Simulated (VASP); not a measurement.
Wanted: the native input for a VASP 6.6.1 run.

* Task: single point
* Functional: LDA
* Potentials or basis: VASP PAW LDA potentials, release 64 (Au, Bi_d)
* Cutoff: 520 eV
* k mesh: 11 × 11 × 11
* Occupations: fermi-dirac, width 0.05 eV
* Spin: no spin polarisation
* Dipole correction: no
* Further INCAR settings: ALGO = Normal; EDIFF = 1e-07; NBANDS = 20

The structure of BiAu (zincblende type) lies in POSCAR:

```
BiAu
1.0
    0.0000000000      3.2283726352      3.2283726352
    3.2283726352      0.0000000000      3.2283726352
    3.2283726352      3.2283726352      0.0000000000
Au Bi
1 1
Direct
    0.0000000000      0.0000000000      0.0000000000
    0.2500000000      0.2500000000      0.2500000000
```

These files were run (other wordings do the same):

INCAR

```
PREC = Accurate
ENCUT = 520
EDIFF = 1E-7
ISMEAR = -1
SIGMA = 0.05
LREAL = F
LASPH = T
NELM = 100
ALGO = Normal
ISIF = 2
LWAVE = F
LCHARG = F
GGA = CA
NBANDS = 20
```

KPOINTS

```
regular mesh
0
Gamma
  11 11 11
```

Potentials or basis: VASP PAW LDA potentials, release 64 (Au, Bi_d).

The run is started by

```sh
$ cat potpaw_LDA.64/Au/POTCAR potpaw_LDA.64/Bi_d/POTCAR > POTCAR
$ mpirun -np 1 vasp_std > vasp.out
```

It gave:

```json
{
  "Pressure": "-4.4 GPa",
  "Band gap on the k mesh": "zero (band 13 reaches 6.72 eV, above the bottom of band 14 at 3.40 eV)"
}
```

Caveat: spin-orbit coupling is left out, which moves the levels of the heavy elements.

It took 23 s on 1 thread of Intel(R) Xeon(R) 6975P-C (Granite Rapids), with other jobs on the host, peak memory 0.21 GiB.
